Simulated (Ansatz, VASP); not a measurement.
**Two plane-wave programs on SrCl2**

Contents of INCAR:

```
SYSTEM = SrCl2
  ALGO = Normal
  EDIFF = 1E-6
  ENCUT = 520
  GGA = PE
  ISIF = 2
  ISMEAR = 0
  LASPH = .True.
  LCHARG = .False.
  LREAL = .False.
  LWAVE = .False.
  NBANDS = 19
  NELM = 80
  PREC = Accurate
  SIGMA = 0.05
```

Contents of KPOINTS:

```
k-points
0
Gamma
  6 6 6
  0 0 0
```

POSCAR

```
SrCl2
1.0
    0.0000000000      3.3765059966      3.7141565963
    3.3765059966      0.0000000000      3.7141565963
    3.3765059966      3.3765059966      0.0000000000
Sr Cl
1 2
Direct
    0.0000000000      0.0000000000      0.0000000000
    0.2500000000      0.2500000000      0.2500000000
    0.7500000000      0.7500000000      0.7500000000
```

Input for Ansatz:

```yaml
crystal:
  lattice:
    - [0.0, 3.3765059966, 3.7141565963]
    - [3.3765059966, 0.0, 3.7141565963]
    - [3.3765059966, 3.3765059966, 0.0]
  atoms:
    - { symbol: Sr, position: [0.0, 0.0, 0.0] }
    - { symbol: Cl, position: [0.25, 0.25, 0.25] }
    - { symbol: Cl, position: [0.75, 0.75, 0.75] }
basis:
  ecutwfc: 420
kpoints:
  mp_grid: { grid: [6, 6, 6] }
hamiltonian:
  xc: pbe
scf:
  occupations: { method: gaussian, width: 0.05 }
output:
  forces: true
  stress: true
  eigenvalues: true
```

Alike in both runs: task single point; functional PBE; k mesh 6 × 6 × 6; occupations gaussian, width 0.05 eV; no spin polarisation.

|  | VASP | Ansatz |
| --- | --- | --- |
| version | VASP 6.6.1 | Ansatz 0.2.0 |
| potentials or method | VASP PAW PBE potentials, release 64 (Sr_sv, Cl), cutoff 520 eV | scalar-relativistic, plane waves, PAW |
| valence electrons in the cell | 24 | 24 |

Ansatz gave:

| Quantity | Value |
| --- | --- |
| gap on the k mesh at the Fermi level (eV) | 4.80 |
| least direct gap on the mesh (eV) | 5.11 |
| pressure (GPa) | 1.1 |
| traceless stress, the component that is largest in VASP (GPa) | -3.28 |

Question: Which values does VASP return?

Answer: gap on the k mesh at the Fermi level (eV): 4.80; least direct gap on the mesh (eV): 5.11; pressure (GPa): 1.2; traceless stress, the component that is largest in VASP (GPa): -3.26.

The functional is the same, so the differences come from potentials, cutoffs and numerics.
